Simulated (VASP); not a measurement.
MgO2, 3 atoms in the cell. Symmetry: R-3m, No. 166, trigonal system. The conventional cell has a = 3.210 Å, b = 3.210 Å, c = 10.167 Å, α = 90.00°, β = 90.00°, γ = 120.00°. Within 2.8 Å of Mg (site symmetry -3m) lie 6 O at 2.09 Å. O (site symmetry 3m) has 1 O at 1.45 Å within 1.9 Å.  This cell differs from its parent crystal: strain +0.000 along x and y, -0.030 along z.

```yaml
Program: VASP 6.6.1
Task: single point
Functional: r2SCAN
Potentials_or_basis: VASP PAW PBE potentials, release 64 (Mg, O)
Cutoff: 520 eV
k_mesh: 12 × 12 × 12
Occupations: gaussian, width 0.05 eV
Spin: no spin polarisation
Dipole_correction: no
Further_INCAR_settings: ALGO = Normal; EDIFF = 1e-07; NBANDS = 14
```

Potentials or basis: VASP PAW PBE potentials, release 64 (Mg, O).

The run is started by

```bash
$ cat potpaw_PBE.64/Mg/POTCAR potpaw_PBE.64/O/POTCAR > POTCAR
$ cp INCAR.step1 INCAR
$ mpirun -np 1 vasp_std > vasp.out
$ cp INCAR.step2 INCAR
$ mpirun -np 1 vasp_std > vasp.out
```

Hardware: 1 thread of Intel Xeon 8259CL, on a shared host.

Question: Estimate the wall time of this run.

Answer: Wall time 7.5 min on 1 thread of Intel Xeon 8259CL (shared host), peak memory 0.23 GiB. Counts: k points 189.
